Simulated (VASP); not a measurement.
CdSe (zincblende type): relaxation of cell and atoms with PBE

Crystal: CdSe (zincblende type).

```
Cd Se
1.0
     0.00000    3.00309    3.00309
     3.00309    0.00000    3.00309
     3.00309    3.00309    0.00000
Cd Se
1 1
Direct
  0.00000 0.00000 0.00000
  0.25000 0.25000 0.25000
```

| Property | Result |
| --- | --- |
| Program | VASP 6.6.1 |
| Task | relaxation of cell and atoms |
| Functional | PBE |
| Potentials or basis | VASP PAW PBE potentials, release 64 (Cd, Se) |
| Cutoff | 600 eV |
| k mesh | 11 × 11 × 11 |
| Occupations | fermi-dirac, width 0.05 eV |
| Spin | no spin polarisation |
| Target pressure | 5.2 GPa |
| Dipole correction | no |
| Further INCAR settings | ALGO = Normal; EDIFF = 1e-06; IBRION = 2; EDIFFG = -0.005; NSW = 32; ISIF = 3 |

- Relaxed volume: 27.21 Å³/atom
- Relaxed cell: a = 4.254 Å, b = 4.254 Å, c = 4.254 Å, α = 60.00°, β = 60.00°, γ = 60.00°
- Space group after relaxing (to 0.05 Å): F-43m (No. 216)
- Energy change on relaxing (the enthalpy is what falls): -4.2 meV/atom
- Ionic steps: 3
- Pressure after relaxing: 5.2 GPa
- Band gap on the k mesh: 0.68 eV, direct

Step by step:
```
step  energy change (eV)  largest force (eV/Å)  pressure (GPa)  volume (Å³)
   1              0.0000                0.0000            5.56        54.17
   2             -0.0155                0.0000            4.95        54.64
   3             -0.0084                0.0000            5.21        54.42
```

Final structure:
```
CELL_PARAMETERS angstrom
0.00000 3.00771 3.00771
3.00771 0.00000 3.00771
3.00771 3.00771 0.00000
ATOMIC_POSITIONS crystal
Cd 0.00000 0.00000 0.00000
Se 0.25000 0.25000 0.25000
```

Levels at points of the mesh, in eV from the valence-band top:
| k point | band 7 | band 8 | band 9 | band 10 | band 11 | band 12 |
| --- | --- | --- | --- | --- | --- | --- |
| (0.00, 0.00, 0.00) | 0.00 | 0.00 | 0.00 | 0.68 | 5.93 | 5.93 |

Wall time 33 s on 1 thread of Intel(R) Xeon(R) 6975P-C (Granite Rapids), with other jobs on the host, peak memory 0.24 GiB.

Caveat: the cell is relaxed towards a set pressure, so the enthalpy falls and the energy may rise. Expect the measured gap to be larger: semilocal functionals such as PBE lack the derivative discontinuity.
